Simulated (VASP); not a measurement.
Here is a VASP 6.6.1 calculation.

File POSCAR:

```
MoN2
1.0
    4.3480530000      0.0000000000      0.0000000000
    0.0000000000      4.3480530000      0.0000000000
    0.0000000000      0.0000000000      2.7674600000
Mo N
2 4
Direct
    0.0000000000      0.0000000000      0.0000000000
    0.5000000000      0.5000000000      0.0000000000
    0.6116470000      0.8883530000      0.5000000000
    0.3883530000      0.1116470000      0.5000000000
    0.1116470000      0.6116470000      0.5000000000
    0.8883530000      0.3883530000      0.5000000000
```

Contents of INCAR.step1:

```
SYSTEM = MoN2
PREC     = Accurate       ! precision mode
ENCUT    = 520            ! plane-wave cutoff, eV
ISMEAR   = -1             ! smearing method
SIGMA    = 0.05           ! smearing width, eV
LREAL    = .FALSE.        ! projectors in reciprocal space
LASPH    = .TRUE.         ! aspherical terms in the spheres
NELM     = 100            ! most SCF steps
NBANDS   = 33             ! bands
GGA      = PE             ! functional
ALGO     = Normal         ! electronic algorithm
EDIFF    = 1E-4           ! SCF threshold, eV
LWAVE    = .TRUE.         ! write WAVECAR
LCHARG   = .FALSE.        ! write CHGCAR
```

INCAR.step2

```
SYSTEM = MoN2
PREC     = Accurate       ! precision mode
ENCUT    = 520            ! plane-wave cutoff, eV
EDIFF    = 1E-6           ! SCF threshold, eV
ISMEAR   = -1             ! smearing method
SIGMA    = 0.05           ! smearing width, eV
LREAL    = .FALSE.        ! projectors in reciprocal space
LASPH    = .TRUE.         ! aspherical terms in the spheres
NELM     = 100            ! most SCF steps
ALGO     = Normal         ! electronic algorithm
ISIF     = 2              ! what is computed and relaxed
LWAVE    = .FALSE.        ! write WAVECAR
LCHARG   = .FALSE.        ! write CHGCAR
METAGGA  = R2SCAN         ! meta-GGA
LMIXTAU  = .TRUE.       
NBANDS   = 33             ! bands
ISTART   = 1
```

File KPOINTS:

```
Automatic mesh
0
G
  6 6 10
  0 0 0
```

Potentials or basis: VASP PAW PBE potentials, release 64 (Mo_sv, N).

Command:

```sh
$ cat potpaw_PBE.64/Mo_sv/POTCAR potpaw_PBE.64/N/POTCAR > POTCAR
$ cp INCAR.step1 INCAR
$ mpirun -np 1 vasp_std > vasp.out
$ cp INCAR.step2 INCAR
$ mpirun -np 1 vasp_std > vasp.out
```

Estimate the band gap on the k mesh.

zero (bands 24 and 25 overlap by 2.01 eV).

What does it give for the pressure?

-6.6 GPa.

Estimate the largest force.

0.128 eV/Å.

Stress tensor (GPa, compression positive):
```
-6.02  0.00  0.00
 0.00 -6.02  0.00
 0.00  0.00 -7.88
```

Caveat: the cell stands under tension; the PAW data sets were made with another functional, which shifts forces and pressure a little.
